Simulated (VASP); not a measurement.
# Ni2H (P-3m1) in VASP: a series of runs

The runs below take Ni2H through relaxation of cell and atoms, single point, with PBEsol.

Program: VASP 6.6.1. These are calculated values, not measurements. Logs are shortened: lines on timing, memory, paths and dates and some standing lists are left out, and cuts for length are marked.

### 1 The cell of the first run

Symmetry: P-3m1, No. 164, trigonal system. Conventional cell: a = 2.489 Å, b = 2.489 Å, c = 4.122 Å, α = 90.00°, β = 90.00°, γ = 120.00°. Ni (site symmetry 3m) has 3 H at 1.79 Å within 2.4 Å. H (site symmetry -3m) has 6 Ni at 1.79 Å within 2.4 Å.

### 2 Relaxation of cell and atoms, PBEsol, target pressure 3 GPa, at which the enthalpy is minimised

File INCAR:

```
SYSTEM = Ni2H
PREC = Accurate
ENCUT = 600
EDIFF = 1E-6
ISMEAR = 0
SIGMA = 0.1
LREAL = .FALSE.
LASPH = .TRUE.
NELM = 100
ALGO = Normal
ISIF = 3
LWAVE = .FALSE.
LCHARG = .FALSE.
GGA = PS
IBRION = 2
NSW = 70
EDIFFG = -0.008
PSTRESS = 30.0
```

File KPOINTS:

```
Automatic mesh
0
G
  21 21 10
  0 0 0
```

File POSCAR:

```
Ni2H
1.0
    2.4886538583      0.0000000000      0.0000000000
   -1.2443269292      2.1552374625      0.0000000000
    0.0000000000      0.0000000000      4.1215334870
Ni H
2 1
Direct
    0.3333333333      0.6666666667      0.2590887665
    0.6666666667      0.3333333333      0.7409112335
    0.0000000000      0.0000000000      0.0000000000
```

Potentials or basis: VASP PAW PBE potentials, release 64 (Ni, H).

Started as:

```
$ cat potpaw_PBE.64/Ni/POTCAR potpaw_PBE.64/H/POTCAR > POTCAR
$ mpirun -np 1 vasp_std > vasp.out
```

OUTCAR:

```text
SYSTEM = Ni2H
   PREC = Accurate
   ENCUT = 600
   EDIFF = 1E-6
   ISMEAR = 0
   LREAL = .FALSE.
   LASPH = .TRUE.
   NELM = 100
   ISIF = 3
   GGA = PS
   IBRION = 2
   NSW = 70
   EDIFFG = -0.008
   PSTRESS = 30.0

 ion  position               nearest neighbor table
   1  0.333  0.667  0.259-   3 1.79   3 1.79   3 1.79   2 2.45   2 2.45   2 2.45   2 2.57   2 2.57
                             2 2.57
   2  0.667  0.333  0.741-   3 1.79   3 1.79   3 1.79   1 2.45   1 2.45   1 2.45   1 2.57   1 2.57
                             1 2.57
   3  0.000  0.000  0.000-   1 1.79   2 1.79   2 1.79   1 1.79   2 1.79   1 1.79

  LATTYP: Found a hexagonal cell.
 ALAT       =     2.4886538583
 C/A-ratio  =     1.6561296676

  Lattice vectors:

 A1 = (   2.4886538583,   0.0000000000,   0.0000000000)
 A2 = (  -1.2443269292,   2.1552374625,   0.0000000000)
 A3 = (   0.0000000000,   0.0000000000,   4.1215334870)

Analysis of symmetry for initial positions (statically):
=====================================================================
 Subroutine PRICEL returns:
 Original cell was already a primitive cell.

 Routine SETGRP: Setting up the symmetry group for a
 hexagonal supercell.

 Subroutine GETGRP returns: Found 12 space group operations
 (whereof 12 operations were pure point group operations)
 out of a pool of 24 trial point group operations.

The static configuration has the point symmetry D_3d.

Analysis of symmetry for dynamics (positions and initial velocities):
=====================================================================
 Subroutine PRICEL returns:
 Original cell was already a primitive cell.

 Routine SETGRP: Setting up the symmetry group for a
 hexagonal supercell.

 Subroutine GETGRP returns: Found 12 space group operations
 (whereof 12 operations were pure point group operations)
 out of a pool of 24 trial point group operations.

The dynamic configuration has the point symmetry D_3d.

 Subroutine INISYM returns: Found 12 space group operations
 (whereof 12 operations are pure point group operations),
 and found     1 'primitive' translations

----------------------------------------------------------------------------------------

                                     Primitive cell

  volume of cell :      22.1064

  direct lattice vectors                    reciprocal lattice vectors
     2.488653858  0.000000000  0.000000000     0.401823659  0.231992998  0.000000000
    -1.244326929  2.155237463  0.000000000     0.000000000  0.463985996  0.000000000
     0.000000000  0.000000000  4.121533487     0.000000000  0.000000000  0.242628139

  length of vectors
     2.488653858  2.488653858  4.121533487     0.463985996  0.463985996  0.242628139

  position of ions in fractional coordinates (direct lattice)
     0.333333333  0.666666667  0.259088766
     0.666666667  0.333333333  0.740911234
     0.000000000  0.000000000  0.000000000

  ion indices of the primitive-cell ions
   primitive index   ion index
                 1           1
                 2           2
                 3           3

----------------------------------------------------------------------------------------

 KPOINTS: Automatic mesh

Automatic generation of k-mesh.
 Grid dimensions read from file:
 generate k-points for:   21   21   10

 Generating k-lattice:

  Cartesian coordinates                     Fractional coordinates (reciprocal lattice)
     0.019134460  0.011047286  0.000000000     0.047619048 -0.000000000  0.000000000
     0.000000000  0.022094571  0.000000000     0.000000000  0.047619048  0.000000000
     0.000000000  0.000000000  0.024262814     0.000000000  0.000000000  0.100000000

  Length of vectors
     0.022094571  0.022094571  0.024262814

  Shift w.r.t. Gamma in fractional coordinates (k-lattice)
     0.000000000  0.000000000  0.000000000

 Subroutine IBZKPT returns following result:
 ===========================================

 Found    436 irreducible k-points:

 Following reciprocal coordinates:
            Coordinates               Weight
  0.000000  0.000000  0.000000      1.000000
  0.047619  0.000000  0.000000      6.000000
  0.095238  0.000000  0.000000      6.000000
  0.142857  0.000000  0.000000      6.000000
  0.190476  0.000000  0.000000      6.000000
  0.238095 -0.000000  0.000000      6.000000
[... 16 lines left out ...]
  0.142857  0.095238  0.000000     12.000000
  0.190476  0.095238  0.000000     12.000000
 [... further k-points ...]
   k-points           NKPTS =    436   k-points in BZ     NKDIM =    436   number of bands    NBANDS=     14
   number of dos      NEDOS =    301   number of ions     NIONS =      3
   total plane-waves  NPLWV =  14400
   dimension x,y,z NGX =    20 NGY =   20 NGZ =   36
   dimension x,y,z NGXF=    40 NGYF=   40 NGZF=   72
   ions per type =               2   1
   NGX,Y,Z   is equivalent  to a cutoff of  13.36, 13.36, 14.52 a.u.
   NGXF,Y,Z  is equivalent  to a cutoff of  26.72, 26.72, 29.04 a.u.
 SYSTEM =  Ni2H
   PREC   = accura    normal or accurate (medium, high low for compatibility)
   ISTART =      0    job   : 0-new  1-cont  2-samecut
   ICHARG =      2    charge: 1-file 2-atom 10-const
   ISPIN  =      1    spin polarized calculation?
   LNONCOLLINEAR =      F non collinear calculations
   LSORBIT =      F    spin-orbit coupling
   LASPH  =      T    aspherical Exc in radial PAW
   ENCUT  =  600.0 eV  44.10 Ry    6.64 a.u.   4.97  4.97  8.23*2*pi/ulx,y,z
   NELM   =    100;   NELMIN=  2; NELMDL= -5     # of ELM steps
   EDIFF  = 0.1E-05   stopping-criterion for ELM
   LREAL  =      F    real-space projection
   EDIFFG = -.8E-02   stopping-criterion for IOM
   NSW    =     70    number of steps for IOM
   IBRION =      2    ionic relax: 0-MD 1-quasi-New 2-CG
   NFREE  =      1    steps in history (QN), initial steepest desc. (CG)
   ISIF   =      3    stress and relaxation
   ISYM   =      2    0-nonsym 1-usesym 2-fastsym
   POTIM  = 0.5000    time-step for ionic-motion
   TEBEG  =    0.0;   TEEND  =   0.0 temperature during run
   PSTRESS=   30.0 pullay stress
   NELECT =      21.0000    total number of electrons
   NUPDOWN=      -1.0000    fix difference up-down
   EMIN   =  10.00;   EMAX   =-10.00  energy-range for DOS
   EFERMI =   0.00;   METHOD = LEGACY
   ISMEAR =     0;   SIGMA  =   0.10  broadening in eV -4-tet -1-fermi 0-gaus
   EFERMI_NEDOS =   21; number of points for ismear=-14 and -15
   IALGO  =     38    algorithm
   IMIX   =      4    mixing-type and parameters
     AMIX     =   0.40;   BMIX     =  1.00
     AMIX_MAG =   1.60;   BMIX_MAG =  1.00
  volume/ion in A,a.u.               =       7.37        49.73
  Fermi-wavevector in a.u.,A,eV,Ry     =   1.609318  3.041169 35.237774  2.589903
  Thomas-Fermi vector in A             =   2.705047
   LORBIT       =      0    0 simple, 1 ext, 2 COOP (PROOUT), +10 PAW based schemes
   GGA     = PS    functional components
   LHFCALC =     F    Hartree Fock is set to
   AEXX    =    0.0000 exact exchange contribution
   IVDW    =     0    specifies the selected vdW correction
   LEPSILON=     F    determine dielectric tensor
   LRPA    =     F    only Hartree local field effects (RPA)
 conjugate gradient relaxation of ions
 non-spin polarized calculation
 Gauss-broadening in eV      SIGMA  =   0.10
  energy-cutoff  :      600.00
  volume of cell :       22.11
 maximum number of plane-waves:       762
   NGX =  9   NGY =  9   NGZ = 17

--------------------------------------- Ionic step        1  -------------------------------------------

 number of electron      20.9999992 magnetization

 Free energy of the ion-electron system (eV)
  ---------------------------------------------------
  ext. energy  EPLUGINS =         0.00000000
  ---------------------------------------------------
  free energy    TOTEN  =       -15.74434903 eV

  energy without entropy =      -15.72471399  energy(sigma->0) =      -15.73453151

------------------------ aborting loop because EDIFF is reached ----------------------------------------

  FORCE on cell =-STRESS in cart. coord.  units (eV):
  Direction    XX          YY          ZZ          XY          YZ          ZX
  --------------------------------------------------------------------------------------
  -------------------------------------------------------------------------------------
  Total        0.9537671      0.9537671      0.9260415     -0.0000000      0.0000000      0.0000000
  in kB       69.1248921     69.1248921     67.1154584     -0.0000000      0.0000000      0.0000000
  external PRESSURE =      38.4550809 kB  Pullay stress =      30.0000000 kB

 VOLUME and BASIS-vectors are now :
 -----------------------------------------------------------------------------
  energy-cutoff  :      600.00
  volume of cell :       22.11
      direct lattice vectors                 reciprocal lattice vectors
     2.488653858  0.000000000  0.000000000     0.401823659  0.231992998  0.000000000
    -1.244326929  2.155237463  0.000000000     0.000000000  0.463985996  0.000000000
     0.000000000  0.000000000  4.121533487     0.000000000  0.000000000  0.242628139
[... 48 lines left out ...]
  FREE ENERGIE OF THE ION-ELECTRON SYSTEM (eV)
  ---------------------------------------------------
  free  energy   TOTEN  =       -15.7574030479 eV

  energy  without entropy=      -15.7373087176  energy(sigma->0) =      -15.74735588

  enthalpy is  TOTEN    =       -15.3327847814 eV   P V=        0.4246182665

--------------------------------------- Ionic step        3  -------------------------------------------

 number of electron      20.9999996 magnetization

 Free energy of the ion-electron system (eV)
  ---------------------------------------------------
  ext. energy  EPLUGINS =         0.00000000
  ---------------------------------------------------
  free energy    TOTEN  =       -15.75485403 eV

  energy without entropy =      -15.73494440  energy(sigma->0) =      -15.74489922

 E-fermi :   9.5951     XC(G=0): -13.6800

 val. band max:        9.5947593799   @ k =   0.3810   0.0000   0.5000
 cond. band min:       9.5952175157   @ k =   0.0000   0.4762   0.1000
 fundamental gap:      0.0004581358
 Fermi energy:         9.5950808043

 k-point     1 :       0.0000    0.0000    0.0000
  band No.  band energies     occupation
      1      -2.0169      2.00000
      2       4.7821      2.00000
      3       6.5727      2.00000
      4       7.6457      2.00000
      5       7.6457      2.00000
      6       7.6690      2.00000
      7       7.9365      2.00000
      8       7.9365      2.00000
      9       8.4069      2.00000
     10       8.4069      2.00000
     11       9.2905      1.99998
     12       9.2905      1.99998
     13      14.4734      0.00000
     14      25.0733      0.00000

 k-point     2 :       0.0476    0.0000    0.0000
  band No.  band energies     occupation
      1      -1.9475      2.00000
      2       4.8374      2.00000
      3       6.5085      2.00000
      4       7.5075      2.00000
      5       7.6810      2.00000
      6       7.7753      2.00000
      7       7.9123      2.00000
      8       7.9652      2.00000
      9       8.3740      2.00000
     10       8.3846      2.00000
[... 362 lines left out ...]
 k-point    24 :       0.1905    0.0952    0.0000
  band No.  band energies     occupation
      1      -0.2207      2.00000
      2       5.6331      2.00000
      3       5.9099      2.00000
      4       6.7656      2.00000
      5       7.4611      2.00000
      6       7.7724      2.00000
      7       8.0822      2.00000
      8       8.2830      2.00000
      9       8.5715      2.00000
     10       8.8502      2.00000
     11       9.3992      1.99440
     12      12.2438      0.00000
     13      14.9728      0.00000
     14      19.5798      0.00000

 [... further k-points ...]

------------------------ aborting loop because EDIFF is reached ----------------------------------------

  FORCE on cell =-STRESS in cart. coord.  units (eV):
  Direction    XX          YY          ZZ          XY          YZ          ZX
  --------------------------------------------------------------------------------------
  -------------------------------------------------------------------------------------
  Total        0.4252127      0.4252127      0.4160468     -0.0000000      0.0000000      0.0000000
  in kB       30.3468715     30.3468715     29.6927114     -0.0000000      0.0000000      0.0000000
  external PRESSURE =       0.1288181 kB  Pullay stress =      30.0000000 kB

 VOLUME and BASIS-vectors are now :
 -----------------------------------------------------------------------------
  energy-cutoff  :      600.00
  volume of cell :       22.45
      direct lattice vectors                 reciprocal lattice vectors
     2.501677663 -0.000000000  0.000000000     0.399731754  0.230785236  0.000000000
    -1.250838831  2.166516408  0.000000000     0.000000000  0.461570472 -0.000000000
    -0.000000000  0.000000000  4.141994818     0.000000000  0.000000000  0.241429563

 POSITION                                       TOTAL-FORCE (eV/Angst)
 -----------------------------------------------------------------------------------
     -0.00000      1.44434      1.07429        -0.000000      0.000000      0.000546
      1.25084      0.72217      3.06770         0.000000     -0.000000     -0.000546
     -0.00000      0.00000      0.00000         0.000000     -0.000000     -0.000000
 -----------------------------------------------------------------------------------
    total drift:                               -0.000000      0.000000      0.000000

  FREE ENERGIE OF THE ION-ELECTRON SYSTEM (eV)
  ---------------------------------------------------
  free  energy   TOTEN  =       -15.7548540346 eV

  energy  without entropy=      -15.7349443968  energy(sigma->0) =      -15.74489922

  enthalpy is  TOTEN    =       -15.3345016101 eV   P V=        0.4203524246

 reached required accuracy - stopping structural energy minimisation
```

Run time: 1.9 min. Hardware: 1 thread of Intel Xeon 6975P-C (Granite Rapids), shared host; peak memory 0.28 GiB.

Results:

| Quantity | Value |
| --- | --- |
| Free energy | -15.7549 eV |
| Relaxed volume | 7.48 Å³/atom |
| Relaxed cell | a = 2.502 Å, b = 2.502 Å, c = 4.142 Å, α = 90.00°, β = 90.00°, γ = 120.00° |
| Space group after relaxing (to 0.05 Å) | P-3m1 (No. 164) |
| Energy change on relaxing (the enthalpy is what falls) | -3.5 meV/atom |
| Ionic steps | 3 |
| Pressure after relaxing | 3.0 GPa |

Step by step:
```csv
step,energy change (eV),largest force (eV/Å),pressure (GPa),volume (Å³)
1,0.0000,0.0390,6.85,22.11
2,-0.0131,0.0234,0.61,22.68
3,-0.0105,0.0005,3.01,22.45
```

Final structure:
```
Ni H
1.0
     2.50168    0.00000    0.00000
    -1.25084    2.16652    0.00000
     0.00000    0.00000    4.14199
Ni H
2 1
Direct
  0.33333 0.66667 0.25937
  0.66667 0.33333 0.74063
  0.00000 0.00000 0.00000
```

Caveat: the cell is relaxed towards a set pressure, so the enthalpy falls and the energy may rise; the PAW data sets were made with another functional, which shifts forces and pressure a little.

### 3 Single point, PBEsol

This run uses another cell than the first one, of 7.68 Å³/atom, 1.043 times its volume.

File INCAR:

```
ALGO = Normal
EDIFF = 1E-7
ENCUT = 520
GGA = PS
ISIF = 2
ISMEAR = 0
LASPH = T
LCHARG = T
LELF = T
LREAL = F
LVHAR = T
LWAVE = F
NBANDS = 18
NELM = 100
PREC = Accurate
SIGMA = 0.1
```

File KPOINTS:

```
k-points
0
Gamma
  21 21 10
```

File POSCAR:

```
Ni2H
1.0
    2.5236938376      0.0000000000      0.0000000000
   -1.2618469188      2.1855829748      0.0000000000
    0.0000000000      0.0000000000      4.1789703477
Ni H
2 1
Direct
    0.3333333333      0.6666666667      0.2589219205
    0.6666666667      0.3333333333      0.7410780795
    0.0000000000      0.0000000000      0.0000000000
```

Potentials or basis: VASP PAW PBE potentials, release 64 (Ni, H).

Started as:

```
$ cat potpaw_PBE.64/Ni/POTCAR potpaw_PBE.64/H/POTCAR > POTCAR
$ mpirun -np 1 vasp_std > vasp.out
```

It took 61 s on 1 thread of Intel Xeon 6975P-C (Granite Rapids), shared host; peak memory 0.27 GiB.

It converged, with:

* Free energy: -15.7554 eV
* Pressure: -2.9 GPa
* Largest force: 0.012 eV/Å

Forces on the atoms (eV/Å):
```
Ni   0.000  0.000  0.012
Ni   0.000  0.000 -0.012
H    0.000  0.000  0.000
```

Stress tensor (GPa, compression positive):
```
-2.82  0.00  0.00
 0.00 -2.82  0.00
 0.00  0.00 -2.98
```

Levels at points of the mesh, in eV from the Fermi level:
| k point | band 7 | band 8 | band 9 | band 10 | band 11 | band 12 | band 13 | band 14 | band 15 | band 16 |
| --- | --- | --- | --- | --- | --- | --- | --- | --- | --- | --- |
| (0.00, 0.00, 0.00) | -1.59 | -1.59 | -1.14 | -1.14 | -0.29 | -0.29 | 4.73 | 15.24 | 22.94 | 22.94 |
| (0.00, 0.00, 0.50) | -1.85 | -1.85 | -0.56 | -0.56 | -0.52 | -0.52 | 10.84 | 11.76 | 17.19 | 22.13 |

Caveat: the PAW data sets were made with another functional, which shifts forces and pressure a little. Spin polarisation is off, so any magnetic state and its effect on volume and gap are missing.

(Continued in part 2 of 2.)
